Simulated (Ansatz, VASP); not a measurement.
MnS in VASP and in Ansatz

The input POSCAR:

```
MnS
1.0
    0.0000000000      2.4734634191      2.4734634191
    2.4734634191      0.0000000000      2.4734634191
    2.4734634191      2.4734634191      0.0000000000
Mn S
1 1
Direct
    0.0000000000      0.0000000000      0.0000000000
    0.7500000000      0.7500000000      0.7500000000
```

File INCAR.step1:

```
ALGO = Normal
EDIFF = 1E-4
ENCUT = 600
GGA = PE
ISMEAR = -1
ISPIN = 2
LASPH = T
LCHARG = F
LDAU = T
LDAUJ = 0 0
LDAUL = 2 -1
LDAUTYPE = 2
LDAUU = 1 0
LMAXMIX = 4
LREAL = F
LWAVE = T
MAGMOM = 4 0
NELM = 150
PREC = Accurate
SIGMA = 0.05
```

Contents of INCAR.step2:

```
ALGO = Normal
EDIFF = 1E-6
EDIFFG = -0.01
ENCUT = 600
IBRION = 2
ISIF = 3
ISMEAR = -1
ISPIN = 2
ISTART = 1
LASPH = T
LCHARG = F
LDAU = T
LDAUJ = 0 0
LDAUL = 2 -1
LDAUPRINT = 1
LDAUTYPE = 2
LDAUU = 1 0
LMAXMIX = 4
LMIXTAU = T
LORBIT = 11
LREAL = F
LWAVE = F
MAGMOM = 4 0
METAGGA = R2SCAN
NELM = 150
NSW = 60
PREC = Accurate
SIGMA = 0.05
```

KPOINTS

```
k-points
0
Gamma
  9 9 9
```

File input.yaml:

```yaml
crystal:
  lattice:
    - [0.0, 2.4734634191, 2.4734634191]
    - [2.4734634191, 0.0, 2.4734634191]
    - [2.4734634191, 2.4734634191, 0.0]
  atoms:
    - { symbol: Mn, position: [0.0, 0.0, 0.0], spin: 4.0 }
    - { symbol: S, position: [0.75, 0.75, 0.75] }
hamiltonian:
  xc: r2scan
  pseudopotentials: { kind: paw }
  hubbard: { sites: [{ species: Mn, l: d, u_eff: 1.0 }] }
magnetization:
  spin_polarized: true
kpoints:
  mp_grid: { grid: [9, 9, 9] }
scf:
  occupations: { method: fermi_dirac, width: 0.05 }
output:
  forces: true
  stress: true
relax:
  f_tol: 0.01
  max_steps: 40
  cell: { stress_tol: 0.05 }
```

Alike in both runs: task relaxation of cell and atoms; functional r2SCAN; k mesh 9 × 9 × 9; occupations fermi-dirac, width 0.05 eV; collinear spin; Hubbard terms Mn d U = 1.0 eV.

|  | VASP | Ansatz |
| --- | --- | --- |
| version | VASP 6.6.1 | Ansatz 0.2.0 |
| potentials or method | VASP PAW PBE potentials, release 64 (Mn_pv, S) | Ansatz PAW |
| plane-wave cutoff (eV) | 600 | 500 |
| valence electrons in the cell | 19 | 21 |

Ansatz gave:

```
net moment per atom (μB)                                      : 2.50
size of the moment on the site where the two differ most (μB) : 4.37
relaxed volume (Å³/atom)                                      : 22.78
relaxed cell length with the largest relative difference (Å)  : 4.009
```

Estimate VASP's values.

net moment per atom (μB): 2.50; size of the moment on the site where the two differ most (μB): 4.53; relaxed volume (Å³/atom): 22.74; relaxed cell length with the largest relative difference (Å): 4.007.

VASP's potentials were made for PBE, not for r2SCAN. Site moments also hang on the region over which each program counts them. The programs project onto different local orbitals, so the same U acts differently, and such runs can settle in different states. VASP's potentials hold 19 valence electrons a cell and Ansatz's 21, so a difference there can come from the potentials and not from the codes.

Noted on VASP's run: the volume moved by over 15 % at a fixed basis, so the end points are rough. Noted on Ansatz's run: the magnetic or orbital state may not be the lowest; the volume moved by over 15 % at a fixed basis, so the end points are rough; odd divisions of the mesh miss points on the zone boundary, where band edges often lie, so the gap on the mesh can be too wide; the plane-wave basis is chosen anew once the cell has moved, so the energies of steps on either side of that aren't comparable.
